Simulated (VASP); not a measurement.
## Be4PPd: relaxation of cell and atoms with PBE

The system is Be4PPd.

```
CELL_PARAMETERS angstrom
0.00000 3.10668 3.10668
3.10668 0.00000 3.10668
3.10668 3.10668 0.00000
ATOMIC_POSITIONS crystal
Be 0.62495 0.12516 0.62495
Be 0.62495 0.62495 0.62495
Be 0.12516 0.62495 0.62495
Be 0.62495 0.62495 0.12516
P 0.25000 0.25000 0.25000
Pd 0.00000 0.00000 0.00000
```

```yaml
Program: VASP 6.6.1
Task: relaxation of cell and atoms
Functional: PBE
Potentials_or_basis: VASP PAW PBE potentials, release 64 (Be, P, Pd)
Cutoff: 600 eV
k_mesh: 10 × 10 × 10
Occupations: gaussian, width 0.1 eV
Spin: no spin polarisation
Dipole_correction: no
Further_INCAR_settings: ALGO = Normal; EDIFF = 1e-06; IBRION = 2; EDIFFG = -0.01; NSW = 100; ISIF = 3
```

| Item | Value |
| --- | --- |
| Relaxed volume | 10.22 Å³/atom |
| Relaxed cell | a = 4.426 Å, b = 4.426 Å, c = 4.426 Å, α = 60.00°, β = 60.00°, γ = 60.00° |
| Space group after relaxing (to 0.05 Å) | F-43m (No. 216) |
| Energy gained by relaxing | 2.0 meV/atom |
| Ionic steps | 5 |
| Pressure after relaxing | 0.0 GPa |
| Largest force after relaxing | 0.003 eV/Å |

Forces in eV/Å, atoms in the order of the input:
```
Be  -0.002  0.002 -0.002
Be   0.002  0.002  0.002
Be   0.002 -0.002 -0.002
Be  -0.002 -0.002  0.002
P    0.000  0.000  0.000
Pd   0.000  0.000  0.000
```

Step by step:
```csv
step,energy change (eV),largest force (eV/Å),pressure (GPa),volume (Å³)
1,0.0000,0.0705,2.85,59.97
2,-0.0116,0.0218,-0.49,61.52
3,-0.0120,0.0285,-0.02,61.30
4,-0.0119,0.0277,-0.05,61.32
5,-0.0120,0.0033,-0.04,61.31
```

Final structure:
```
Be P Pd
1.0
     0.00000    3.12968    3.12968
     3.12968    0.00000    3.12968
     3.12968    3.12968    0.00000
Be P Pd
4 1 1
Direct
  0.62535 0.12396 0.62535
  0.62535 0.62535 0.62535
  0.12396 0.62535 0.62535
  0.62535 0.62535 0.12396
  0.25000 0.25000 0.25000
  0.00000 0.00000 0.00000
```

Levels at points of the mesh, in eV from the Fermi level:
```
           k point  band 8  band 9  band 10  band 11  band 12  band 13  band 14  band 15
(0.00, 0.00, 0.00)   -3.22   -1.79    -1.79    -1.79    -0.37    -0.37    -0.37     2.60
(0.50, 0.00, 0.00)   -4.46   -3.49    -3.49    -1.11     0.03     0.03     1.69     4.10
(0.50, 0.50, 0.00)   -4.30   -4.30    -2.69    -2.07     2.09     3.01     3.36     4.14
```

It took 81 s on 1 thread of Intel(R) Xeon(R) 6975P-C (Granite Rapids), with other jobs on the host, peak memory 0.25 GiB.
